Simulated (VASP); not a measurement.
# Sb (R-3m) in VASP: further runs

Sb is run at these levels: PBE-based screened hybrid with 15 % exact exchange, PBE-based screened hybrid with 20 % exact exchange, PBE-based screened hybrid with 25 % exact exchange; tasks: single point.

Program: VASP 6.6.1. These are calculated values, not measurements. Logs are shortened: lines on timing, memory, paths and dates and some standing lists are left out, and cuts for length are marked.

**1. The cell of the first run**

The structure is trigonal, space group R-3m (No. 166). The conventional cell has a = 4.308 Å, b = 4.308 Å, c = 11.274 Å, α = 90.00°, β = 90.00°, γ = 120.00°. Sb (site symmetry 3m) has 6 Sb at 2.91 to 3.35 Å within 3.8 Å.

**2. Single point, PBE-based screened hybrid with 15 % exact exchange**

The input, POSCAR:

```
Sb
1.0
    2.1542000000      1.2437279499      3.7580000000
   -2.1542000000      1.2437279499      3.7580000000
    0.0000000000     -2.4874558998      3.7580000000
Sb
2
Direct
    0.7665100000      0.7665100000      0.7665100000
    0.2334900000      0.2334900000      0.2334900000
```

The input, INCAR.step1:

```
ALGO = Normal
EDIFF = 1E-5
ENCUT = 520
GGA = PE
ISIF = 2
ISMEAR = -1
LASPH = T
LCHARG = F
LREAL = F
LWAVE = T
NBANDS = 12
NELM = 100
PREC = Accurate
SIGMA = 0.05
```

The input, INCAR.step2:

```
AEXX = 0.15
ALGO = Normal
EDIFF = 1E-6
ENCUT = 520
GGA = PE
HFSCREEN = 0.2
ISIF = 2
ISMEAR = -1
ISTART = 1
LASPH = T
LCHARG = F
LHFCALC = T
LREAL = F
LWAVE = F
NBANDS = 12
NELM = 100
PREC = Accurate
PRECFOCK = Normal
SIGMA = 0.05
```

The input, KPOINTS:

```
k-points
0
Gamma
  4 4 4
```

Potentials or basis: VASP PAW PBE potentials, release 64 (Sb).

Launch:

```
$ cat potpaw_PBE.64/Sb/POTCAR > POTCAR
$ cp INCAR.step1 INCAR
$ mpirun -np 1 vasp_std > vasp.out
$ cp INCAR.step2 INCAR
$ mpirun -np 1 vasp_std > vasp.out
```

OUTCAR:

```text
AEXX = 0.15
   EDIFF = 1E-6
   ENCUT = 520
   GGA = PE
   HFSCREEN = 0.2
   ISIF = 2
   ISMEAR = -1
   ISTART = 1
   LASPH = T
   LHFCALC = T
   LREAL = F
   NELM = 100
   PREC = Accurate
   PRECFOCK = Normal

 ion  position               nearest neighbor table
   1  0.767  0.767  0.767-   2 2.91   2 2.91   2 2.91   2 3.35   2 3.35   2 3.35
   2  0.233  0.233  0.233-   1 2.91   1 2.91   1 2.91   1 3.35   1 3.35   1 3.35

  LATTYP: Found a trigonal (rhomboedric) cell.
 ALAT       =     4.5066618304
 COS(alpha) =     0.5430253624

  Lattice vectors:

 A1 = (   2.1542000000,   1.2437279499,   3.7580000000)
 A2 = (  -2.1542000000,   1.2437279499,   3.7580000000)
 A3 = (   0.0000000000,  -2.4874558998,   3.7580000000)

Analysis of symmetry for initial positions (statically):
=====================================================================
 Subroutine PRICEL returns:
 Original cell was already a primitive cell.

 Routine SETGRP: Setting up the symmetry group for a
 trigonal (rhombohedral) supercell.

 Subroutine GETGRP returns: Found 12 space group operations
 (whereof 12 operations were pure point group operations)
 out of a pool of 12 trial point group operations.

The static configuration has the point symmetry D_3d.

Analysis of symmetry for dynamics (positions and initial velocities):
=====================================================================
 Subroutine PRICEL returns:
 Original cell was already a primitive cell.

 Routine SETGRP: Setting up the symmetry group for a
 trigonal (rhombohedral) supercell.

 Subroutine GETGRP returns: Found 12 space group operations
 (whereof 12 operations were pure point group operations)
 out of a pool of 12 trial point group operations.

The dynamic configuration has the point symmetry D_3d.

 Subroutine INISYM returns: Found 12 space group operations
 (whereof 12 operations are pure point group operations),
 and found     1 'primitive' translations

----------------------------------------------------------------------------------------

                                     Primitive cell

  volume of cell :      60.4115

  direct lattice vectors                    reciprocal lattice vectors
     2.154200000  1.243727950  3.758000000     0.232104726  0.134005726  0.088699663
[... 87 lines left out ...]
   EMIN   =  10.00;   EMAX   =-10.00  energy-range for DOS
   EFERMI =   0.00;   METHOD = LEGACY
   ISMEAR =    -1;   SIGMA  =   0.05  broadening in eV -4-tet -1-fermi 0-gaus
   EFERMI_NEDOS =   21; number of points for ismear=-14 and -15
   IALGO  =     38    algorithm
   IMIX   =      1    mixing-type and parameters
     AMIX     =   0.40;   BMIX     =  1.00
     AMIX_MAG =   1.60;   BMIX_MAG =  1.00
  volume/ion in A,a.u.               =      30.21       203.84
  Fermi-wavevector in a.u.,A,eV,Ry     =   0.898880  1.698637 10.993305  0.807985
  Thomas-Fermi vector in A             =   2.021644
   LORBIT       =      0    0 simple, 1 ext, 2 COOP (PROOUT), +10 PAW based schemes
   GGA     = PE    functional components
   LHFCALC =     T    Hartree Fock is set to
   PRECFOCK=normal    Normal, Fast or Accurate (Low or Medium for compatibility)
   ENCUT4O =  -1.0   cutoff for four orbital integrals eV
   NKREDX  =     1    reduce k-point grid by
   NKREDY  =     1    reduce k-point grid by
   NKREDZ  =     1    reduce k-point grid by
   AEXX    =    0.1500 exact exchange contribution
   HFSCREEN=    0.2000 screening length (either q_TF or 0.3 A-1)
   HFSCREENC=   0.2000 screening length for correlation (either q_TF or 0.3 A-1)
   ENCUTFOCK=  -1.0 apply spherical cutoff to Coloumb kernel
   IVDW    =     0    specifies the selected vdW correction
   LEPSILON=     F    determine dielectric tensor
   LRPA    =     F    only Hartree local field effects (RPA)
 non-spin polarized calculation
  energy-cutoff  :      520.00
  volume of cell :       60.41
 maximum number of plane-waves:      1636
 NGX is ok and might be reduce to    36
  NGX = 28; NGY = 28; NGZ = 28

 number of electron      10.0000000 magnetization

 Free energy of the ion-electron system (eV)
  ---------------------------------------------------
  ext. energy  EPLUGINS =         0.00000000
  ---------------------------------------------------
  free energy    TOTEN  =        -9.37039702 eV

  energy without entropy =       -9.36794764  energy(sigma->0) =       -9.36917233

 E-fermi :   6.9761     XC(G=0):  -8.5819

 val. band max:        6.8361290660   @ k =   0.5000  -0.0000   0.0000
 cond. band min:       7.1062814146   @ k =   0.5000  -0.0000   0.0000
 fundamental gap:      0.2701523487
 Fermi energy:         6.9760884913

 k-point     1 :       0.0000    0.0000    0.0000
  band No.  band energies     occupation
      1      -6.4053      2.00000
      2       2.1598      2.00000
      3       4.9145      2.00000
      4       5.2038      2.00000
      5       5.2038      2.00000
      6       9.4992      0.00000
      7      10.1752      0.00000
      8      10.1752      0.00000
      9      12.5719      0.00000
     10      12.5719      0.00000
     11      12.7420      0.00000
     12      14.1481      0.00000
[... 166 lines left out ...]
 k-point    13 :       0.5000    0.5000    0.5000
  band No.  band energies     occupation
      1      -4.7596      2.00000
      2      -2.4338      2.00000
      3       5.7163      2.00000
      4       5.7163      2.00000
      5       6.8101      1.93027
      6       7.4124      0.00032
      7       7.4124      0.00032
      8       8.4017      0.00000
      9      14.6083      0.00000
     10      16.2483      0.00000
     11      16.2483      0.00000
     12      16.7667      0.00000

------------------------ aborting loop because EDIFF is reached ----------------------------------------

  FORCE on cell =-STRESS in cart. coord.  units (eV):
  Direction    XX          YY          ZZ          XY          YZ          ZX
  --------------------------------------------------------------------------------------
  -------------------------------------------------------------------------------------
  Total        0.5320591      0.5320591      0.1856731      0.0000000      0.0000000      0.0000000
  in kB       14.1107794     14.1107794      4.9242511      0.0000000      0.0000000      0.0000000
  external PRESSURE =      11.0486033 kB  Pullay stress =       0.0000000 kB

 VOLUME and BASIS-vectors are now :
 -----------------------------------------------------------------------------
  energy-cutoff  :      520.00
  volume of cell :       60.41
      direct lattice vectors                 reciprocal lattice vectors
     2.154200000  1.243727950  3.758000000     0.232104726  0.134005726  0.088699663
    -2.154200000  1.243727950  3.758000000    -0.232104726  0.134005726  0.088699663
     0.000000000 -2.487455900  3.758000000     0.000000000 -0.268011452  0.088699663

 POSITION                                       TOTAL-FORCE (eV/Angst)
 -----------------------------------------------------------------------------------
      0.00000      0.00000      8.64163         0.000000      0.000000      0.236486
      0.00000      0.00000      2.63237         0.000000     -0.000000     -0.236486
 -----------------------------------------------------------------------------------
    total drift:                               -0.000000      0.000000     -0.000000

  FREE ENERGIE OF THE ION-ELECTRON SYSTEM (eV)
  ---------------------------------------------------
  free  energy   TOTEN  =        -9.3703970239 eV

  energy  without entropy=       -9.3679476426  energy(sigma->0) =       -9.36917233
```

OSZICAR.step1:

```text
N       E                     dE             d eps       ncg     rms          rms(c)
DAV:   1     0.303206456374E+02    0.30321E+02   -0.33942E+03   312   0.641E+02
DAV:   2    -0.671261188864E+01   -0.37033E+02   -0.36205E+02   436   0.105E+02
DAV:   3    -0.828861723090E+01   -0.15760E+01   -0.15628E+01   360   0.236E+01
DAV:   4    -0.830261733548E+01   -0.14000E-01   -0.13999E-01   372   0.269E+00
DAV:   5    -0.830279968025E+01   -0.18234E-03   -0.18234E-03   388   0.329E-01    0.301E+00
DAV:   6    -0.830106449658E+01    0.17352E-02   -0.25520E-03   360   0.332E-01    0.181E+00
DAV:   7    -0.830021954786E+01    0.84495E-03   -0.65415E-03   388   0.517E-01    0.740E-02
DAV:   8    -0.830035266275E+01   -0.13311E-03   -0.42680E-04   344   0.126E-01    0.133E-02
DAV:   9    -0.830036426714E+01   -0.11604E-04   -0.21483E-05   404   0.305E-02    0.819E-03
DAV:  10    -0.830036583639E+01   -0.15693E-05   -0.73245E-06   260   0.144E-02
   1 F= -.83003658E+01 E0= -.82975737E+01  d E =-.558429E-02
```

Wall time 8.7 min (1 thread of AMD EPYC 7R13 (Zen 3), shared host); peak memory 0.28 GiB.

What came out:

* Free energy: -9.3704 eV
* Pressure: 1.1 GPa
* Largest force: 0.236 eV/Å

Forces in eV/Å, atoms in the order of the input:
```
Sb   0.000  0.000  0.236
Sb   0.000  0.000 -0.236
```

Stress tensor (GPa, compression positive):
```
1.41 0.00 0.00
0.00 1.41 0.00
0.00 0.00 0.49
```

Caveat: the k points lie up to 0.44 Å⁻¹ apart; the PAW data sets were made with another functional, which shifts forces and pressure a little; spin-orbit coupling is left out, which moves the levels of the heavy elements.

**3. Single point, PBE-based screened hybrid with 20 % exact exchange**

POSCAR is that of step 2.

The input, INCAR.step1:

```
SYSTEM = Sb
PREC     = Accurate       ! precision mode
ENCUT    = 520            ! plane-wave cutoff, eV
EDIFF    = 1E-5           ! SCF threshold, eV
ISMEAR   = -1             ! smearing method
SIGMA    = 0.05           ! smearing width, eV
LREAL    = .FALSE.        ! projectors in reciprocal space
LASPH    = .TRUE.         ! aspherical terms in the spheres
NELM     = 60             ! most SCF steps
ALGO     = Normal         ! electronic algorithm
ISIF     = 2              ! what is computed and relaxed
LWAVE    = .TRUE.         ! write WAVECAR
LCHARG   = .FALSE.        ! write CHGCAR
GGA      = PE             ! functional
NBANDS   = 12             ! bands
```

The input, INCAR.step2:

```
SYSTEM = Sb
PREC     = Accurate       ! precision mode
ENCUT    = 520            ! plane-wave cutoff, eV
EDIFF    = 1E-7           ! SCF threshold, eV
ISMEAR   = -1             ! smearing method
SIGMA    = 0.05           ! smearing width, eV
LREAL    = .FALSE.        ! projectors in reciprocal space
LASPH    = .TRUE.         ! aspherical terms in the spheres
NELM     = 60             ! most SCF steps
ALGO     = Normal         ! electronic algorithm
ISIF     = 2              ! what is computed and relaxed
LWAVE    = .FALSE.        ! write WAVECAR
LCHARG   = .FALSE.        ! write CHGCAR
GGA      = PE             ! functional
LHFCALC  = .TRUE.         ! exact exchange
AEXX     = 0.2            ! exact-exchange fraction
HFSCREEN = 0.2            ! screening, 1/A
PRECFOCK = Normal       
ISTART   = 1            
NBANDS   = 12             ! bands
```

The input, KPOINTS:

```
regular mesh
0
G
  4 4 4
  0 0 0
```

Potentials or basis: VASP PAW PBE potentials, release 64 (Sb).

Launch:

```
$ cat potpaw_PBE.64/Sb/POTCAR > POTCAR
$ cp INCAR.step1 INCAR
$ mpirun -np 1 vasp_std > vasp.out
$ cp INCAR.step2 INCAR
$ mpirun -np 1 vasp_std > vasp.out
```

OUTCAR:

```text
SYSTEM = Sb
   PREC = Accurate
   ENCUT = 520
   EDIFF = 1E-7
   ISMEAR = -1
   LREAL = .FALSE.
   LASPH = .TRUE.
   NELM = 60
   ISIF = 2
   GGA = PE
   LHFCALC = .TRUE.
   AEXX = 0.2
   HFSCREEN = 0.2
   PRECFOCK = Normal
   ISTART = 1

 ion  position               nearest neighbor table
   1  0.767  0.767  0.767-   2 2.91   2 2.91   2 2.91   2 3.35   2 3.35   2 3.35
   2  0.233  0.233  0.233-   1 2.91   1 2.91   1 2.91   1 3.35   1 3.35   1 3.35

  LATTYP: Found a trigonal (rhomboedric) cell.
 ALAT       =     4.5066618304
 COS(alpha) =     0.5430253624

  Lattice vectors:

 A1 = (   2.1542000000,   1.2437279499,   3.7580000000)
 A2 = (  -2.1542000000,   1.2437279499,   3.7580000000)
 A3 = (   0.0000000000,  -2.4874558998,   3.7580000000)

Analysis of symmetry for initial positions (statically):
=====================================================================
 Subroutine PRICEL returns:
 Original cell was already a primitive cell.

 Routine SETGRP: Setting up the symmetry group for a
 trigonal (rhombohedral) supercell.

 Subroutine GETGRP returns: Found 12 space group operations
 (whereof 12 operations were pure point group operations)
 out of a pool of 12 trial point group operations.

The static configuration has the point symmetry D_3d.

Analysis of symmetry for dynamics (positions and initial velocities):
=====================================================================
 Subroutine PRICEL returns:
 Original cell was already a primitive cell.

 Routine SETGRP: Setting up the symmetry group for a
 trigonal (rhombohedral) supercell.

 Subroutine GETGRP returns: Found 12 space group operations
 (whereof 12 operations were pure point group operations)
 out of a pool of 12 trial point group operations.

The dynamic configuration has the point symmetry D_3d.

 Subroutine INISYM returns: Found 12 space group operations
 (whereof 12 operations are pure point group operations),
 and found     1 'primitive' translations

[... 117 lines left out ...]
   ENCUTFOCK=  -1.0 apply spherical cutoff to Coloumb kernel
   IVDW    =     0    specifies the selected vdW correction
   LEPSILON=     F    determine dielectric tensor
   LRPA    =     F    only Hartree local field effects (RPA)
 non-spin polarized calculation
  energy-cutoff  :      520.00
  volume of cell :       60.41
 maximum number of plane-waves:      1636
 NGX is ok and might be reduce to    36
  NGX = 28; NGY = 28; NGZ = 28

 number of electron      10.0000000 magnetization

 Free energy of the ion-electron system (eV)
  ---------------------------------------------------
  ext. energy  EPLUGINS =         0.00000000
  ---------------------------------------------------
  free energy    TOTEN  =        -9.78478210 eV

  energy without entropy =       -9.78314790  energy(sigma->0) =       -9.78396500

 E-fermi :   6.9559     XC(G=0):  -8.2641

 val. band max:        6.8043033959   @ k =   0.5000   0.5000   0.5000
 cond. band min:       7.1145097559   @ k =   0.5000  -0.0000   0.0000
 fundamental gap:      0.3102063601
 Fermi energy:         6.9558806811

 k-point     1 :       0.0000    0.0000    0.0000
  band No.  band energies     occupation
      1      -6.7286      2.00000
      2       2.0533      2.00000
      3       4.8027      2.00000
      4       5.0979      2.00000
      5       5.0979      2.00000
      6       9.5363      0.00000
      7      10.2337      0.00000
      8      10.2337      0.00000
      9      12.6404      0.00000
     10      12.6404      0.00000
     11      12.8180      0.00000
     12      14.2405      0.00000
[... 166 lines left out ...]
 k-point    13 :       0.5000    0.5000    0.5000
  band No.  band energies     occupation
      1      -5.0492      2.00000
      2      -2.6775      2.00000
      3       5.6185      2.00000
      4       5.6185      2.00000
      5       6.8043      1.90796
      6       7.4081      0.00024
      7       7.4081      0.00024
      8       8.3945      0.00000
      9      14.7145      0.00000
     10      16.3503      0.00000
     11      16.3503      0.00000
     12      16.8896      0.00000

------------------------ aborting loop because EDIFF is reached ----------------------------------------

  FORCE on cell =-STRESS in cart. coord.  units (eV):
  Direction    XX          YY          ZZ          XY          YZ          ZX
  --------------------------------------------------------------------------------------
  -------------------------------------------------------------------------------------
  Total        0.2698152      0.2698152     -0.0130426     -0.0000000      0.0000000      0.0000000
  in kB        7.1557888      7.1557888     -0.3459031     -0.0000000      0.0000000      0.0000000
  external PRESSURE =       4.6552248 kB  Pullay stress =       0.0000000 kB

 VOLUME and BASIS-vectors are now :
 -----------------------------------------------------------------------------
  energy-cutoff  :      520.00
  volume of cell :       60.41
      direct lattice vectors                 reciprocal lattice vectors
     2.154200000  1.243727950  3.758000000     0.232104726  0.134005726  0.088699663
    -2.154200000  1.243727950  3.758000000    -0.232104726  0.134005726  0.088699663
     0.000000000 -2.487455900  3.758000000     0.000000000 -0.268011452  0.088699663

 POSITION                                       TOTAL-FORCE (eV/Angst)
 -----------------------------------------------------------------------------------
      0.00000      0.00000      8.64163         0.000000     -0.000000      0.318363
      0.00000      0.00000      2.63237         0.000000      0.000000     -0.318363
 -----------------------------------------------------------------------------------
    total drift:                               -0.000000     -0.000000     -0.000000

  FREE ENERGIE OF THE ION-ELECTRON SYSTEM (eV)
  ---------------------------------------------------
  free  energy   TOTEN  =        -9.7847820994 eV

  energy  without entropy=       -9.7831479008  energy(sigma->0) =       -9.78396500
```

OUTCAR.step1:

```text
SYSTEM = Sb
   PREC = Accurate
   ENCUT = 520
   EDIFF = 1E-5
   ISMEAR = -1
   LREAL = .FALSE.
[... 404 lines left out ...]
      0.00000      0.00000      8.64163         0.000000      0.000000      0.039782
      0.00000      0.00000      2.63237         0.000000     -0.000000     -0.039782
 -----------------------------------------------------------------------------------
    total drift:                                0.000000     -0.000000     -0.000000

  FREE ENERGIE OF THE ION-ELECTRON SYSTEM (eV)
  ---------------------------------------------------
  free  energy   TOTEN  =        -8.3003658364 eV

  energy  without entropy=       -8.2947815498  energy(sigma->0) =       -8.29757369
```

OSZICAR.step1:

```text
N       E                     dE             d eps       ncg     rms          rms(c)
DAV:   1     0.303206456374E+02    0.30321E+02   -0.33942E+03   312   0.641E+02
DAV:   2    -0.671261188864E+01   -0.37033E+02   -0.36205E+02   436   0.105E+02
DAV:   3    -0.828861723090E+01   -0.15760E+01   -0.15628E+01   360   0.236E+01
DAV:   4    -0.830261733548E+01   -0.14000E-01   -0.13999E-01   372   0.269E+00
DAV:   5    -0.830279968025E+01   -0.18234E-03   -0.18234E-03   388   0.329E-01    0.301E+00
DAV:   6    -0.830106449658E+01    0.17352E-02   -0.25520E-03   360   0.332E-01    0.181E+00
DAV:   7    -0.830021954786E+01    0.84495E-03   -0.65415E-03   388   0.517E-01    0.740E-02
DAV:   8    -0.830035266275E+01   -0.13311E-03   -0.42680E-04   344   0.126E-01    0.133E-02
DAV:   9    -0.830036426714E+01   -0.11604E-04   -0.21483E-05   404   0.305E-02    0.819E-03
DAV:  10    -0.830036583639E+01   -0.15693E-05   -0.73245E-06   260   0.144E-02
   1 F= -.83003658E+01 E0= -.82975737E+01  d E =-.558429E-02
```

Run time: 12 min. Hardware: 1 thread of AMD EPYC 7R13 (Zen 3), shared host; peak memory 0.28 GiB.

Results:

```
Free energy   : -9.7848 eV
Pressure      : 0.5 GPa
Largest force : 0.318 eV/Å
```

Forces in eV/Å, atoms in the order of the input:
```
Sb   0.000  0.000  0.318
Sb   0.000  0.000 -0.318
```

Levels at points of the mesh, in eV from the Fermi level:
| k point | band 1 | band 2 | band 3 | band 4 | band 5 | band 6 | band 7 | band 8 | band 9 | band 10 |
| --- | --- | --- | --- | --- | --- | --- | --- | --- | --- | --- |
| (0.00, 0.00, 0.00) | -13.68 | -4.90 | -2.15 | -1.86 | -1.86 | 2.58 | 3.28 | 3.28 | 5.68 | 5.68 |
| (0.50, 0.00, 0.00) | -11.11 | -10.33 | -2.02 | -1.88 | -0.18 | 0.16 | 0.57 | 0.86 | 8.34 | 8.94 |
| (0.50, 0.50, 0.00) | -11.09 | -8.50 | -5.81 | -4.00 | -3.88 | 1.96 | 5.70 | 6.29 | 7.85 | 9.37 |
| (0.50, 0.50, 0.50) | -12.01 | -9.63 | -1.34 | -1.34 | -0.15 | 0.45 | 0.45 | 1.44 | 7.76 | 9.39 |

Caveat: the k points lie up to 0.44 Å⁻¹ apart; the PAW data sets were made with another functional, which shifts forces and pressure a little; spin-orbit coupling is left out, which moves the levels of the heavy elements.

(Continued in part 2 of 2.)
